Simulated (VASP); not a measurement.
Runs of VASP 6.6.1 on TaN. The structure is that of space group P6/mmm (No. 191), or close to it. The cells are those of the table. 

```csv
task,level,potentials or basis,cell,cutoff (eV),gap on the mesh (eV),pressure (GPa),relaxed volume (Å³/atom)
single point,r2SCAN+D4,"VASP PAW PBE potentials, release 64 (Ta_pv, N)","a = 5.224, b = 5.224, c = 2.906 Å, angles 90.0, 90.0, 120.0°, 6 atoms",520,none,(b),-
single point,revPBE+D3(BJ),"VASP PAW PBE potentials, release 64 (Ta_pv, N)","a = 5.189, b = 5.189, c = 2.913 Å, angles 90.0, 90.0, 120.0°, 6 atoms",520,none,0.8,-
relaxation of cell and atoms,r2SCAN+D4,"VASP PAW PBE potentials, release 64 (Ta_pv, N)","relaxed from a = 5.191, b = 5.191, c = 2.908 Å, angles 90.0, 90.0, 120.0°, 6 atoms",600,none,0.0,11.51
relaxation of cell and atoms,revPBE+D3(BJ),"VASP PAW PBE potentials, release 64 (Ta_pv, N)","relaxed from a = 5.191, b = 5.191, c = 2.908 Å, angles 90.0, 90.0, 120.0°, 6 atoms",600,none,0.0,(a)
single point,LDA,"VASP PAW LDA potentials, release 64 (Ta_pv, N)","a = 5.166, b = 5.166, c = 2.889 Å, angles 90.0, 90.0, 120.0°, 6 atoms",520,none,1.8,-
relaxation of cell and atoms,LDA,"VASP PAW LDA potentials, release 64 (Ta_pv, N)","relaxed from a = 5.191, b = 5.191, c = 2.908 Å, angles 90.0, 90.0, 120.0°, 6 atoms",600,none,-0.1,11.19
```

Alike in all rows: no spin polarisation; k mesh 5 × 5 × 8; smearing methfessel-paxton 0.15 eV.

Estimate the missing entries.

(a) 11.35; (b) 1.7.

Caveats: spin-orbit coupling is left out, which moves the levels of the heavy elements; the PAW data sets were made with another functional, which shifts forces and pressure a little (at least some runs).

A k mesh can miss the band edges, and the runs leave out spin-orbit coupling on Ta.

A gap of «none» marks levels without a gap at the run's occupations.
